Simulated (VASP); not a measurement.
# Hf (P6_3/mmc) in VASP: notebook

Aim: see how the results for Hf move with the level of theory and the settings. Levels: LDA, HSE06, PBE+D4. Tasks: single point.

Program: VASP 6.6.1. These are calculated values, not measurements. Logs are shortened: lines on timing, memory, paths and dates and some standing lists are left out, and cuts for length are marked.

## (1) The cell of the first run

The structure is hexagonal, space group P6_3/mmc (No. 194). The conventional cell has a = 3.259 Å, b = 3.259 Å, c = 5.157 Å, α = 90.00°, β = 90.00°, γ = 120.00°. Within 4.2 Å of Hf (site symmetry -6m2) lie 12 Hf at 3.19 to 3.26 Å.

## (2) Single point, LDA (23.72 Å³/atom)

Input file INCAR:

```
SYSTEM = Hf
PREC = Accurate ; ENCUT = 520
EDIFF = 1E-6 ; ISMEAR = -1
SIGMA = 0.05 ; LREAL = .FALSE.
LASPH = .TRUE. ; NELM = 60
ALGO = Normal ; ISIF = 2
LWAVE = .FALSE. ; LCHARG = .TRUE.
LELF = .TRUE. ; LVHAR = .TRUE.
NBANDS = 17
```

Input file KPOINTS:

```
regular mesh
0
G
  10 10 5
  0 0 0
```

Input file POSCAR:

```
Hf
1.0
    3.2593963094      0.0000000000      0.0000000000
   -1.6296981547      2.8227200050      0.0000000000
    0.0000000000      0.0000000000      5.1569977332
Hf
2
Direct
    0.6666666667      0.3333333333      0.7500000000
    0.3333333333      0.6666666667      0.2500000000
```

Potentials or basis: VASP PAW LDA potentials, release 64 (Hf_pv).

The run is started by

```bash
$ cat potpaw_LDA.64/Hf_pv/POTCAR > POTCAR
$ mpirun -np 1 vasp_std > vasp.out
```

OUTCAR:

```text
SYSTEM = Hf
   PREC = Accurate
   ENCUT = 520
   EDIFF = 1E-6
   ISMEAR = -1
   LREAL = .FALSE.
   LASPH = .TRUE.
   NELM = 60
   ISIF = 2

 ion  position               nearest neighbor table
   1  0.667  0.333  0.750-   2 3.19   2 3.19   2 3.19   2 3.19   2 3.19   2 3.19
   2  0.333  0.667  0.250-   1 3.19   1 3.19   1 3.19   1 3.19   1 3.19   1 3.19

  LATTYP: Found a hexagonal cell.
 ALAT       =     3.2593963094
 C/A-ratio  =     1.5821941377

  Lattice vectors:

 A1 = (   3.2593963094,   0.0000000000,   0.0000000000)
 A2 = (  -1.6296981547,   2.8227200050,   0.0000000000)
 A3 = (   0.0000000000,   0.0000000000,   5.1569977332)

Analysis of symmetry for initial positions (statically):
=====================================================================
 Subroutine PRICEL returns:
 Original cell was already a primitive cell.

 Routine SETGRP: Setting up the symmetry group for a
 hexagonal supercell.

 Subroutine GETGRP returns: Found 24 space group operations
 (whereof 12 operations were pure point group operations)
 out of a pool of 24 trial point group operations.

The static configuration has the point symmetry D_3d.
 The point group associated with its full space group is D_6h.

Analysis of symmetry for dynamics (positions and initial velocities):
=====================================================================
 Subroutine PRICEL returns:
 Original cell was already a primitive cell.

 Routine SETGRP: Setting up the symmetry group for a
 hexagonal supercell.

 Subroutine GETGRP returns: Found 24 space group operations
 (whereof 12 operations were pure point group operations)
 out of a pool of 24 trial point group operations.

The dynamic configuration has the point symmetry D_3d.
 The point group associated with its full space group is D_6h.

 Subroutine INISYM returns: Found 24 space group operations
 (whereof 12 operations are pure point group operations),
 and found     1 'primitive' translations

----------------------------------------------------------------------------------------

                                     Primitive cell

  volume of cell :      47.4463

  direct lattice vectors                    reciprocal lattice vectors
     3.259396309  0.000000000  0.000000000     0.306805281  0.177134111  0.000000000
    -1.629698155  2.822720005  0.000000000     0.000000000  0.354268223  0.000000000
     0.000000000  0.000000000  5.156997733     0.000000000  0.000000000  0.193911274

  length of vectors
     3.259396309  3.259396309  5.156997733     0.354268223  0.354268223  0.193911274

  position of ions in fractional coordinates (direct lattice)
[... 75 lines left out ...]
   LSORBIT =      F    spin-orbit coupling
   LASPH  =      T    aspherical Exc in radial PAW
   ENCUT  =  520.0 eV  38.22 Ry    6.18 a.u.   6.06  6.06  9.59*2*pi/ulx,y,z
   NELM   =     60;   NELMIN=  2; NELMDL= -5     # of ELM steps
   EDIFF  = 0.1E-05   stopping-criterion for ELM
   LREAL  =      F    real-space projection
   EDIFFG = 0.1E-04   stopping-criterion for IOM
   NSW    =      0    number of steps for IOM
   IBRION =     -1    ionic relax: 0-MD 1-quasi-New 2-CG
   NFREE  =      0    steps in history (QN), initial steepest desc. (CG)
   ISIF   =      2    stress and relaxation
   ISYM   =      2    0-nonsym 1-usesym 2-fastsym
   POTIM  = 0.5000    time-step for ionic-motion
   TEBEG  =    0.0;   TEEND  =   0.0 temperature during run
   PSTRESS=    0.0 pullay stress
   NELECT =      20.0000    total number of electrons
   NUPDOWN=      -1.0000    fix difference up-down
   EMIN   =  10.00;   EMAX   =-10.00  energy-range for DOS
   EFERMI =   0.00;   METHOD = LEGACY
   ISMEAR =    -1;   SIGMA  =   0.05  broadening in eV -4-tet -1-fermi 0-gaus
   EFERMI_NEDOS =   21; number of points for ismear=-14 and -15
   IALGO  =     38    algorithm
   IMIX   =      4    mixing-type and parameters
     AMIX     =   0.40;   BMIX     =  1.00
     AMIX_MAG =   1.60;   BMIX_MAG =  1.00
  volume/ion in A,a.u.               =      23.72       160.09
  Fermi-wavevector in a.u.,A,eV,Ry     =   1.227489  2.319617 20.500288  1.506729
  Thomas-Fermi vector in A             =   2.362450
   LORBIT       =      0    0 simple, 1 ext, 2 COOP (PROOUT), +10 PAW based schemes
   GGA     = CA    functional components
   LHFCALC =     F    Hartree Fock is set to
   AEXX    =    0.0000 exact exchange contribution
   IVDW    =     0    specifies the selected vdW correction
   LEPSILON=     F    determine dielectric tensor
   LRPA    =     F    only Hartree local field effects (RPA)
 non-spin polarized calculation
  energy-cutoff  :      520.00
  volume of cell :       47.45
 maximum number of plane-waves:      1296
   NGX = 13   NGY = 13   NGZ = 19

 number of electron      19.9999999 magnetization

 Free energy of the ion-electron system (eV)
  ---------------------------------------------------
  ext. energy  EPLUGINS =         0.00000000
  ---------------------------------------------------
  free energy    TOTEN  =       -21.14726916 eV

  energy without entropy =      -21.13450326  energy(sigma->0) =      -21.14088621

 E-fermi :   4.3765     XC(G=0): -11.2071

 val. band max:        4.3593385499   @ k =   0.0000   0.0000   0.4000
 cond. band min:       4.3799988578   @ k =   0.1000   0.1000   0.4000
 fundamental gap:      0.0206603079
 Fermi energy:         4.3764714596

 k-point     1 :       0.0000    0.0000    0.0000
  band No.  band energies     occupation
      1     -26.6071      2.00000
      2     -25.9798      2.00000
      3     -25.9798      2.00000
      4     -25.8805      2.00000
      5     -25.8710      2.00000
      6     -25.8710      2.00000
[... 457 lines left out ...]
      4     -26.1212      2.00000
      5     -26.0448      2.00000
      6     -25.9821      2.00000
[... 9 lines left out ...]
     16       9.8562      0.00000
     17      10.5905      0.00000

 [... further k-points ...]
[... 5 lines left out ...]
  --------------------------------------------------------------------------------------
  -------------------------------------------------------------------------------------
  Total       -3.6758293     -3.6758293     -3.8936114      0.0000000      0.0000000     -0.0000000
  in kB     -124.1263570   -124.1263570   -131.4804801      0.0000000      0.0000000     -0.0000000
  external PRESSURE =    -126.5777314 kB  Pullay stress =       0.0000000 kB

 VOLUME and BASIS-vectors are now :
 -----------------------------------------------------------------------------
  energy-cutoff  :      520.00
  volume of cell :       47.45
      direct lattice vectors                 reciprocal lattice vectors
     3.259396309  0.000000000  0.000000000     0.306805281  0.177134111  0.000000000
    -1.629698155  2.822720005  0.000000000     0.000000000  0.354268223  0.000000000
     0.000000000  0.000000000  5.156997733     0.000000000  0.000000000  0.193911274

 POSITION                                       TOTAL-FORCE (eV/Angst)
 -----------------------------------------------------------------------------------
      1.62970      0.94091      3.86775         0.000000     -0.000000      0.000000
     -0.00000      1.88181      1.28925        -0.000000      0.000000      0.000000
 -----------------------------------------------------------------------------------
    total drift:                                0.000000     -0.000000      0.000000

  FREE ENERGIE OF THE ION-ELECTRON SYSTEM (eV)
  ---------------------------------------------------
  free  energy   TOTEN  =       -21.1472691577 eV

  energy  without entropy=      -21.1345032596  energy(sigma->0) =      -21.14088621
```

It took 27 s on 1 thread of AMD EPYC 7R43 (Zen 3), shared host; peak memory 0.12 GiB.

Results:

* Free energy: -21.1473 eV
* Pressure: -12.7 GPa
* Band gap on the k mesh: zero (bands 10 and 11 overlap by 1.39 eV)

Caveat: the cell stands under tension; spin-orbit coupling is left out, which moves the levels of the heavy elements.

## (3) Single point, HSE06, non-collinear spin, zero start, spin-orbit coupling

This run uses another cell than the first one, of 22.38 Å³/atom.

Input file POSCAR:

```
Hf
1.0
    3.1967000000      0.0000000000      0.0000000000
   -1.5983500000      2.7684234083      0.0000000000
    0.0000000000      0.0000000000      5.0578000000
Hf
2
Direct
    0.6666666667      0.3333333333      0.7500000000
    0.3333333333      0.6666666667      0.2500000000
```

Input file INCAR.step1:

```
PREC     = Accurate       # precision mode
ENCUT    = 400            # plane-wave cutoff, eV
EDIFF    = 1E-5           # SCF threshold, eV
ISMEAR   = -1             # smearing method
SIGMA    = 0.05           # smearing width, eV
LREAL    = False          # projectors in reciprocal space
LASPH    = True           # aspherical terms in the spheres
NELM     = 200            # most SCF steps
ALGO     = Normal         # electronic algorithm
ISIF     = 2              # what is computed and relaxed
LWAVE    = True           # write WAVECAR
LCHARG   = False          # write CHGCAR
MAGMOM   = 0 0 0 0 0 0    # initial moments
LORBIT   = 11             # projections on sites
LSORBIT  = True           # spin-orbit coupling
GGA_COMPAT= False        
LORBMOM  = True         
LMAXMIX  = 4              # l up to which the mixer works
GGA      = PE             # functional
NBANDS   = 32             # bands
```

Input file INCAR.step2:

```
PREC     = Accurate       # precision mode
ENCUT    = 400            # plane-wave cutoff, eV
EDIFF    = 1E-6           # SCF threshold, eV
ISMEAR   = -1             # smearing method
SIGMA    = 0.05           # smearing width, eV
LREAL    = False          # projectors in reciprocal space
LASPH    = True           # aspherical terms in the spheres
NELM     = 200            # most SCF steps
ALGO     = Normal         # electronic algorithm
ISIF     = 2              # what is computed and relaxed
LWAVE    = False          # write WAVECAR
LCHARG   = False          # write CHGCAR
MAGMOM   = 0 0 0 0 0 0    # initial moments
LORBIT   = 11             # projections on sites
LSORBIT  = True           # spin-orbit coupling
GGA_COMPAT= False        
LORBMOM  = True         
LMAXMIX  = 4              # l up to which the mixer works
GGA      = PE             # functional
LHFCALC  = True           # exact exchange
HFSCREEN = 0.2079         # screening, 1/A
PRECFOCK = Normal       
ISTART   = 1            
NBANDS   = 32             # bands
```

Input file KPOINTS:

```
Automatic mesh
0
Gamma
  4 4 2
```

Potentials or basis: VASP PAW PBE potentials, release 64 (Hf_pv).

The run is started by

```bash
$ cat potpaw_PBE.64/Hf_pv/POTCAR > POTCAR
$ cp INCAR.step1 INCAR
$ mpirun -np 1 vasp_ncl > vasp.out
$ cp INCAR.step2 INCAR
$ mpirun -np 1 vasp_ncl > vasp.out
```

Wall time 19 min (1 thread of Intel Xeon 8259CL, shared host); peak memory 0.34 GiB.

The run converged. Its results:

```
Free energy                                           : -23.8063 eV
Pressure                                              : -1.6 GPa
Net moment                                            : 0.00 μB per cell
Valence electrons inside the program's atomic spheres : Hf 8.38
```

Stress tensor (GPa, compression positive):
```
-0.75  0.00  0.00
 0.00 -0.75  0.00
 0.00  0.00 -3.44
```

Moments on the atoms (μB; x, y, z):
```
Hf  0.00 0.00 0.00
Hf  0.00 0.00 0.00
```

Caveat: the k points lie up to 0.62 Å⁻¹ apart; the PAW data sets were made with another functional, which shifts forces and pressure a little.

## (4) Single point, PBE+D4

This run uses another cell than the first one, of 22.38 Å³/atom.

Input file INCAR:

```
PREC = Accurate
ENCUT = 500
EDIFF = 1E-6
ISMEAR = 1
SIGMA = 0.05
LREAL = False
LASPH = True
NELM = 120
ALGO = Normal
ISIF = 2
LWAVE = False
LCHARG = False
GGA = PE
IVDW = 13
NBANDS = 17
GGA_COMPAT = False
```

Input file KPOINTS:

```
regular mesh
0
Gamma
  10 10 5
```

POSCAR is that of step 3.

Potentials or basis: VASP PAW PBE potentials, release 64 (Hf_pv).

The run is started by

```bash
$ cat potpaw_PBE.64/Hf_pv/POTCAR > POTCAR
$ mpirun -np 1 vasp_std > vasp.out
```

OUTCAR:

```text
PREC = Accurate
   ENCUT = 500
   EDIFF = 1E-6
   ISMEAR = 1
   LREAL = False
   LASPH = True
   NELM = 120
   ISIF = 2
   GGA = PE
   IVDW = 13

 ion  position               nearest neighbor table
   1  0.667  0.333  0.750-   2 3.13   2 3.13   2 3.13   2 3.13   2 3.13   2 3.13
   2  0.333  0.667  0.250-   1 3.13   1 3.13   1 3.13   1 3.13   1 3.13   1 3.13

  LATTYP: Found a hexagonal cell.
 ALAT       =     3.1967000000
 C/A-ratio  =     1.5821941377

  Lattice vectors:

 A1 = (   3.1967000000,   0.0000000000,   0.0000000000)
 A2 = (  -1.5983500000,   2.7684234083,   0.0000000000)
 A3 = (   0.0000000000,   0.0000000000,   5.0578000000)
[... 668 lines left out ...]

  DFT-D4 for vdW energy calculation

  Edisp (eV):   -0.41834

  FORCE on cell =-STRESS in cart. coord.  units (eV):
  Direction    XX          YY          ZZ          XY          YZ          ZX
  --------------------------------------------------------------------------------------
  -------------------------------------------------------------------------------------
  Total      -0.33829    -0.33829    -0.45626     0.00000     0.00000     0.00000
  in kB     -12.10886   -12.10886   -16.33136     0.00000     0.00000     0.00000
  external pressure =      -13.52 kB  Pullay stress =        0.00 kB

 VOLUME and BASIS-vectors are now :
 -----------------------------------------------------------------------------
  energy-cutoff  :      500.00
  volume of cell :       44.76
      direct lattice vectors                 reciprocal lattice vectors
     3.196700000  0.000000000  0.000000000     0.312822598  0.180608211  0.000000000
    -1.598350000  2.768423408  0.000000000     0.000000000  0.361216423  0.000000000
     0.000000000  0.000000000  5.057800000     0.000000000  0.000000000  0.197714421

 POSITION                                       TOTAL-FORCE (eV/Angst)
 -----------------------------------------------------------------------------------
      1.59835      0.92281      3.79335        -0.000000     -0.000000      0.000000
     -0.00000      1.84562      1.26445         0.000000      0.000000      0.000000
 -----------------------------------------------------------------------------------
    total drift:                               -0.000000      0.000000     -0.000000

  FREE ENERGIE OF THE ION-ELECTRON SYSTEM (eV)
  ---------------------------------------------------
  free  energy   TOTEN  =       -20.2679104569 eV

  energy  without entropy=      -20.2672106909  energy(sigma->0) =      -20.26767720
```

stdout:

```text
POSCAR found type information on POSCAR Hf
 POSCAR found :  1 types and       2 ions
 scaLAPACK will be used
 LDA part: xc-table for (Slater+PW92), standard interpolation
 POSCAR, INCAR and KPOINTS ok, starting setup
 FFT: planning ... GRIDC
 FFT: planning ... GRID_SOFT
 FFT: planning ... GRID
 WAVECAR not read
 entering main loop
```

Run time: 14 s. Hardware: 1 thread of Intel Xeon 6975P-C (Granite Rapids), shared host; peak memory 0.16 GiB.

What came out:

| Property | Result |
| --- | --- |
| Free energy | -20.2679 eV |
| Pressure | -1.4 GPa |
| Band gap on the k mesh | zero (bands 10 and 11 overlap by 1.50 eV) |
| Dispersion energy per atom | -0.209 eV |

Stress tensor (GPa, compression positive):
```
-1.21  0.00  0.00
 0.00 -1.21  0.00
 0.00  0.00 -1.63
```

Caveat: spin-orbit coupling is left out, which moves the levels of the heavy elements.

## (5) Summary

```csv
level,potentials or basis,spin,cell,k mesh,cutoff (eV),smearing,grid for exact exchange (PRECFOCK),share of exact exchange,screening parameter,gap on the mesh (eV),pressure (GPa)
LDA,"VASP PAW LDA potentials, release 64 (Hf_pv)",off,"a = 3.259, b = 3.259, c = 5.157 Å, angles 90.0, 90.0, 120.0°, 2 atoms",10 × 10 × 5,520,fermi-dirac 0.05 eV,-,-,-,none,-12.7
HSE06,"VASP PAW PBE potentials, release 64 (Hf_pv)","non-collinear, zero start, SOC","a = 3.197, b = 3.197, c = 5.058 Å, angles 90.0, 90.0, 120.0°, 2 atoms",4 × 4 × 2,400,fermi-dirac 0.05 eV,Normal,0.25,0.2079 1/Å,-,-1.6
PBE+D4,"VASP PAW PBE potentials, release 64 (Hf_pv)",off,"a = 3.197, b = 3.197, c = 5.058 Å, angles 90.0, 90.0, 120.0°, 2 atoms",10 × 10 × 5,500,methfessel-paxton 0.05 eV,-,-,-,none,-1.4
```

Alike in all rows: task single point.

Caveats: some runs use coarse meshes; spin-orbit coupling is left out, which moves the levels of the heavy elements (at least some runs); the cell stands under tension (at least some runs); the PAW data sets were made with another functional, which shifts forces and pressure a little (at least some runs).

Absolute energies hang on the potentials; compare differences alone.
